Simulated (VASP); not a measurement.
ReS:

```
Re S
1.0
     0.00000    2.28524    2.28524
     2.28524    0.00000    2.28524
     2.28524    2.28524    0.00000
Re S
1 1
Direct
  0.00000 0.00000 0.00000
  0.50000 0.50000 0.50000
```

Base run:

| Property | Result |
| --- | --- |
| Program | VASP 6.6.1 |
| Functional | PBE |
| Potentials or basis | VASP PAW PBE potentials, release 64 (Re, S) |
| Cutoff | 520 eV |
| k mesh | 14 × 14 × 14 |
| Occupations | gaussian, width 0.1 eV |
| Spin | collinear spin, ferromagnetic start |
| Starting moments | [3.5, 0.0] μB |

Its results: pressure 80.2 GPa; net moment 0.00 μB per cell.

Problem. The run is repeated on the same cell with these changes: potentials or basis from VASP PAW PBE potentials, release 64 (Re, S) to VASP PAW PBE potentials, release 64 (Re_sv_GW, S); cutoff from 520 eV to 500 eV; further incar settings from ALGO = Normal; EDIFF = 1e-06; NBANDS = 18 to ALGO = Normal; EDIFF = 1e-06; NBANDS = 22; valence electrons from 13 to 21. What comes out?

Solution. Pressure 73.5 GPa; net moment 0.00 μB per cell.
